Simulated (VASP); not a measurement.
# Ti3Al3Cu2 in VASP: a series of runs

Ti3Al3Cu2 is run at these levels: PBE; tasks: single point, relaxation of cell and atoms.

Everything below comes from runs of VASP 6.6.1. Logs are shortened: lines on timing, memory, paths and dates and some standing lists are left out, and cuts for length are marked.

## (1) The cell of the first run

Symmetry: P4/mmm, No. 123, tetragonal system. The conventional cell has a = 2.858 Å, b = 2.858 Å, c = 14.708 Å, α = 90.00°, β = 90.00°, γ = 90.00°. Ti (site symmetry 4/mmm) has 8 Cu at 2.71 Å and 4 Ti at 2.86 Å and 2 Al at 3.38 Å within 3.6 Å. Ti (site symmetry 4mm) has 8 Al at 2.83 to 2.84 Å and 4 Ti at 2.86 Å and 1 Cu at 3.56 Å within 3.7 Å. Within 3.4 Å of Al (site symmetry 4mm) lie 4 Cu at 2.56 Å and 5 Ti at 2.83 to 3.38 Å and 4 Al at 2.86 Å. Al (site symmetry 4/mmm) has 8 Ti at 2.84 Å and 4 Al at 2.86 Å within 3.7 Å. Cu (site symmetry 4mm) has 4 Al at 2.56 Å and 4 Ti at 2.71 Å and 4 Cu at 2.86 Å within 3.4 Å.

## (2) Single point, PBE

INCAR

```
PREC = Accurate
ENCUT = 520
EDIFF = 1E-6
ISMEAR = 0
SIGMA = 0.1
LREAL = F
LASPH = T
NELM = 100
ALGO = Fast
ISIF = 2
LWAVE = F
LCHARG = T
GGA = PE
LELF = T
LVHAR = T
NBANDS = 44
```

KPOINTS

```
Automatic mesh
0
Gamma
  12 12 2
```

POSCAR

```
Ti3Al3Cu2
1.0
    2.8577818190      0.0000000000      0.0000000000
    0.0000000000      2.8577818190      0.0000000000
    0.0000000000      0.0000000000     14.7075117900
Ti Al Cu
3 3 2
Direct
    0.0000000000      0.0000000000      0.5000000000
    0.5000000000      0.5000000000      0.8647079704
    0.5000000000      0.5000000000      0.1352920296
    0.0000000000      0.0000000000      0.2704348081
    0.0000000000      0.0000000000      0.7295651919
    0.0000000000      0.0000000000      0.0000000000
    0.5000000000      0.5000000000      0.6224248992
    0.5000000000      0.5000000000      0.3775751008
```

Potentials or basis: VASP PAW PBE potentials, release 64 (Ti_sv, Al, Cu).

On the command line:

```sh
$ cat potpaw_PBE.64/Ti_sv/POTCAR potpaw_PBE.64/Al/POTCAR potpaw_PBE.64/Cu/POTCAR > POTCAR
$ mpirun -np 1 vasp_std > vasp.out
```

OUTCAR:

```text
PREC = Accurate
   ENCUT = 520
   EDIFF = 1E-6
   ISMEAR = 0
   LREAL = F
   LASPH = T
   NELM = 100
   ISIF = 2
   GGA = PE

 ion  position               nearest neighbor table
   1  0.000  0.000  0.500-   7 2.71   8 2.71   7 2.71   8 2.71   7 2.71   8 2.71   7 2.71   8 2.71

   2  0.500  0.500  0.865-   5 2.83   5 2.83   5 2.83   5 2.83   6 2.84   6 2.84   6 2.84   6 2.84

   3  0.500  0.500  0.135-   4 2.83   4 2.83   4 2.83   4 2.83   6 2.84   6 2.84   6 2.84   6 2.84

   4  0.000  0.000  0.270-   8 2.56   8 2.56   8 2.56   8 2.56   3 2.83   3 2.83   3 2.83   3 2.83

   5  0.000  0.000  0.730-   7 2.56   7 2.56   7 2.56   7 2.56   2 2.83   2 2.83   2 2.83   2 2.83

   6  0.000  0.000  0.000-   2 2.84   3 2.84   2 2.84   3 2.84   2 2.84   3 2.84   2 2.84   3 2.84

   7  0.500  0.500  0.622-   5 2.56   5 2.56   5 2.56   5 2.56   1 2.71   1 2.71   1 2.71   1 2.71

   8  0.500  0.500  0.378-   4 2.56   4 2.56   4 2.56   4 2.56   1 2.71   1 2.71   1 2.71   1 2.71

  LATTYP: Found a simple tetragonal cell.
 ALAT       =     2.8577818190
 C/A-ratio  =     5.1464781854

  Lattice vectors:

 A1 = (   2.8577818190,   0.0000000000,   0.0000000000)
 A2 = (   0.0000000000,   2.8577818190,   0.0000000000)
 A3 = (   0.0000000000,   0.0000000000,  14.7075117900)

Analysis of symmetry for initial positions (statically):
=====================================================================
 Subroutine PRICEL returns:
 Original cell was already a primitive cell.

 Routine SETGRP: Setting up the symmetry group for a
 simple tetragonal supercell.

 Subroutine GETGRP returns: Found 16 space group operations
 (whereof 16 operations were pure point group operations)
 out of a pool of 16 trial point group operations.

The static configuration has the point symmetry D_4h.

Analysis of symmetry for dynamics (positions and initial velocities):
=====================================================================
 Subroutine PRICEL returns:
 Original cell was already a primitive cell.

 Routine SETGRP: Setting up the symmetry group for a
 simple tetragonal supercell.

 Subroutine GETGRP returns: Found 16 space group operations
 (whereof 16 operations were pure point group operations)
 out of a pool of 16 trial point group operations.

The dynamic configuration has the point symmetry D_4h.

 Subroutine INISYM returns: Found 16 space group operations
 (whereof 16 operations are pure point group operations),
 and found     1 'primitive' translations

----------------------------------------------------------------------------------------

                                     Primitive cell

  volume of cell :     120.1150

  direct lattice vectors                    reciprocal lattice vectors
     2.857781819  0.000000000  0.000000000     0.349921745  0.000000000  0.000000000
     0.000000000  2.857781819  0.000000000     0.000000000  0.349921745  0.000000000
     0.000000000  0.000000000 14.707511790     0.000000000  0.000000000  0.067992466

  length of vectors
     2.857781819  2.857781819 14.707511790     0.349921745  0.349921745  0.067992466

  position of ions in fractional coordinates (direct lattice)
     0.000000000  0.000000000  0.500000000
     0.500000000  0.500000000  0.864707970
     0.500000000  0.500000000  0.135292030
     0.000000000  0.000000000  0.270434808
     0.000000000  0.000000000  0.729565192
     0.000000000  0.000000000  0.000000000
     0.500000000  0.500000000  0.622424899
     0.500000000  0.500000000  0.377575101

  ion indices of the primitive-cell ions
   primitive index   ion index
                 1           1
                 2           2
                 3           3
                 4           4
                 5           5
                 6           6
                 7           7
                 8           8

----------------------------------------------------------------------------------------

 KPOINTS: Automatic mesh

Automatic generation of k-mesh.
 Grid dimensions read from file:
 generate k-points for:   12   12    2

 Generating k-lattice:

  Cartesian coordinates                     Fractional coordinates (reciprocal lattice)
     0.029160145  0.000000000  0.000000000     0.083333333  0.000000000  0.000000000
     0.000000000  0.029160145  0.000000000     0.000000000  0.083333333  0.000000000
     0.000000000  0.000000000  0.033996233     0.000000000  0.000000000  0.500000000

  Length of vectors
     0.029160145  0.029160145  0.033996233

  Shift w.r.t. Gamma in fractional coordinates (k-lattice)
     0.000000000  0.000000000  0.000000000

 Subroutine IBZKPT returns following result:
 ===========================================

 Found     56 irreducible k-points:

 Following reciprocal coordinates:
            Coordinates               Weight
  0.000000  0.000000  0.000000      1.000000
  0.083333  0.000000  0.000000      4.000000
  0.166667  0.000000  0.000000      4.000000
  0.250000  0.000000  0.000000      4.000000
  0.333333  0.000000  0.000000      4.000000
  0.416667  0.000000  0.000000      4.000000
[... 16 lines left out ...]
  0.333333  0.333333  0.000000      4.000000
  0.416667  0.333333  0.000000      8.000000
 [... further k-points ...]
   k-points           NKPTS =     56   k-points in BZ     NKDIM =     56   number of bands    NBANDS=     44
   number of dos      NEDOS =    301   number of ions     NIONS =      8
   total plane-waves  NPLWV =  64512
   dimension x,y,z NGX =    24 NGY =   24 NGZ =  112
   dimension x,y,z NGXF=    48 NGYF=   48 NGZF=  224
   ions per type =               3   3   2
   NGX,Y,Z   is equivalent  to a cutoff of  13.96, 13.96, 12.66 a.u.
   NGXF,Y,Z  is equivalent  to a cutoff of  27.92, 27.92, 25.32 a.u.
 SYSTEM =  unknown system
   PREC   = accura    normal or accurate (medium, high low for compatibility)
   ISTART =      0    job   : 0-new  1-cont  2-samecut
   ICHARG =      2    charge: 1-file 2-atom 10-const
   ISPIN  =      1    spin polarized calculation?
   LNONCOLLINEAR =      F non collinear calculations
   LSORBIT =      F    spin-orbit coupling
   LASPH  =      T    aspherical Exc in radial PAW
   ENCUT  =  520.0 eV  38.22 Ry    6.18 a.u.   5.31  5.31 27.35*2*pi/ulx,y,z
   NELM   =    100;   NELMIN=  2; NELMDL= -5     # of ELM steps
   EDIFF  = 0.1E-05   stopping-criterion for ELM
   LREAL  =      F    real-space projection
   EDIFFG = 0.1E-04   stopping-criterion for IOM
   NSW    =      0    number of steps for IOM
   IBRION =     -1    ionic relax: 0-MD 1-quasi-New 2-CG
   NFREE  =      0    steps in history (QN), initial steepest desc. (CG)
   ISIF   =      2    stress and relaxation
   ISYM   =      2    0-nonsym 1-usesym 2-fastsym
   POTIM  = 0.5000    time-step for ionic-motion
   TEBEG  =    0.0;   TEEND  =   0.0 temperature during run
   PSTRESS=    0.0 pullay stress
   NELECT =      67.0000    total number of electrons
   NUPDOWN=      -1.0000    fix difference up-down
   EMIN   =  10.00;   EMAX   =-10.00  energy-range for DOS
   EFERMI =   0.00;   METHOD = LEGACY
   ISMEAR =     0;   SIGMA  =   0.10  broadening in eV -4-tet -1-fermi 0-gaus
   EFERMI_NEDOS =   21; number of points for ismear=-14 and -15
   IALGO  =     68    algorithm
   IMIX   =      4    mixing-type and parameters
     AMIX     =   0.40;   BMIX     =  1.00
     AMIX_MAG =   1.60;   BMIX_MAG =  1.00
  volume/ion in A,a.u.               =      15.01       101.32
  Fermi-wavevector in a.u.,A,eV,Ry     =   1.347620  2.546632 24.709249  1.816079
  Thomas-Fermi vector in A             =   2.475355
   LORBIT       =      0    0 simple, 1 ext, 2 COOP (PROOUT), +10 PAW based schemes
   GGA     = PE    functional components
   LHFCALC =     F    Hartree Fock is set to
   AEXX    =    0.0000 exact exchange contribution
   IVDW    =     0    specifies the selected vdW correction
   LEPSILON=     F    determine dielectric tensor
   LRPA    =     F    only Hartree local field effects (RPA)
 non-spin polarized calculation
 RMM-DIIS sequential band-by-band and
 Gauss-broadening in eV      SIGMA  =   0.10
  energy-cutoff  :      520.00
  volume of cell :      120.12
 maximum number of plane-waves:      3264
 NGX is ok and might be reduce to    24
   NGX = 11   NGY = 11   NGZ = 55

 number of electron      66.9999966 magnetization

 Free energy of the ion-electron system (eV)
  ---------------------------------------------------
  ext. energy  EPLUGINS =         0.00000000
  ---------------------------------------------------
  free energy    TOTEN  =       -44.69468439 eV

  energy without entropy =      -44.66086271  energy(sigma->0) =      -44.67777355

 E-fermi :   8.3905     XC(G=0): -11.4056

 val. band max:        8.3874980181   @ k =   0.5000   0.0833   0.5000
 cond. band min:       8.3990568175   @ k =   0.2500   0.0833   0.5000
 fundamental gap:      0.0115587994
 Fermi energy:         8.3905038681

 k-point     1 :       0.0000    0.0000    0.0000
  band No.  band energies     occupation
      1     -48.5168      2.00000
      2     -48.2574      2.00000
      3     -48.2570      2.00000
      4     -24.8437      2.00000
      5     -24.6709      2.00000
      6     -24.6602      2.00000
[... 36 lines left out ...]
     43      11.3554      0.00000
     44      11.5670      0.00000

 k-point     2 :       0.0833    0.0000    0.0000
  band No.  band energies     occupation
      1     -48.5134      2.00000
      2     -48.2540      2.00000
      3     -48.2536      2.00000
      4     -24.8403      2.00000
      5     -24.6672      2.00000
      6     -24.6567      2.00000
[... 36 lines left out ...]
     43      11.4290      0.00000
     44      11.4423      0.00000

 k-point     3 :       0.1667    0.0000    0.0000
  band No.  band energies     occupation
      1     -48.5044      2.00000
      2     -48.2448      2.00000
      3     -48.2444      2.00000
      4     -24.8310      2.00000
      5     -24.6571      2.00000
      6     -24.6472      2.00000
[... 976 lines left out ...]
     43      11.2654      0.00000
     44      11.7276      0.00000

 k-point    24 :       0.4167    0.3333    0.0000
  band No.  band energies     occupation
      1     -48.4342      2.00000
      2     -48.1736      2.00000
      3     -48.1733      2.00000
      4     -24.8576      2.00000
      5     -24.7752      2.00000
      6     -24.7610      2.00000
[... 36 lines left out ...]
     43      11.2063      0.00000
     44      11.6017      0.00000

 [... further k-points ...]
[... 5 lines left out ...]
  --------------------------------------------------------------------------------------
  -------------------------------------------------------------------------------------
  Total        0.0338660      0.0338660      0.0513766      0.0000000      0.0000000     -0.0000000
  in kB        0.4517284      0.4517284      0.6852965      0.0000000      0.0000000     -0.0000000
  external PRESSURE =       0.5295844 kB  Pullay stress =       0.0000000 kB

 VOLUME and BASIS-vectors are now :
 -----------------------------------------------------------------------------
  energy-cutoff  :      520.00
  volume of cell :      120.12
      direct lattice vectors                 reciprocal lattice vectors
     2.857781819  0.000000000  0.000000000     0.349921745  0.000000000  0.000000000
     0.000000000  2.857781819  0.000000000     0.000000000  0.349921745  0.000000000
     0.000000000  0.000000000 14.707511790     0.000000000  0.000000000  0.067992466

 POSITION                                       TOTAL-FORCE (eV/Angst)
 -----------------------------------------------------------------------------------
      0.00000      0.00000      7.35376        -0.000000     -0.000000      0.000000
      1.42889      1.42889     12.71770        -0.000000      0.000000      0.003192
      1.42889      1.42889      1.98981         0.000000      0.000000     -0.003192
      0.00000      0.00000      3.97742        -0.000000     -0.000000     -0.022091
      0.00000      0.00000     10.73009        -0.000000     -0.000000      0.022091
      0.00000      0.00000      0.00000        -0.000000     -0.000000      0.000000
      1.42889      1.42889      9.15432        -0.000000     -0.000000     -0.010529
      1.42889      1.42889      5.55319        -0.000000     -0.000000      0.010529
 -----------------------------------------------------------------------------------
    total drift:                                0.000000     -0.000000      0.000000

  FREE ENERGIE OF THE ION-ELECTRON SYSTEM (eV)
  ---------------------------------------------------
  free  energy   TOTEN  =       -44.6946843880 eV

  energy  without entropy=      -44.6608627145  energy(sigma->0) =      -44.67777355
```

It took 5.3 min on 1 thread of Intel Xeon 6975P-C (Granite Rapids), shared host; peak memory 0.41 GiB.

Results:

```yaml
Free_energy: -44.6947 eV
Pressure: 0.1 GPa
Largest_force: 0.022 eV/Å
Band_gap_on_the_k_mesh: zero (an odd number of electrons rules out a gap without spin polarisation)
```

Forces on the atoms (eV/Å):
```
Ti   0.000  0.000  0.000
Ti   0.000  0.000  0.003
Ti   0.000  0.000 -0.003
Al   0.000  0.000 -0.022
Al   0.000  0.000  0.022
Al   0.000  0.000  0.000
Cu   0.000  0.000 -0.011
Cu   0.000  0.000  0.011
```

(Part 1 of 3 ends here.)
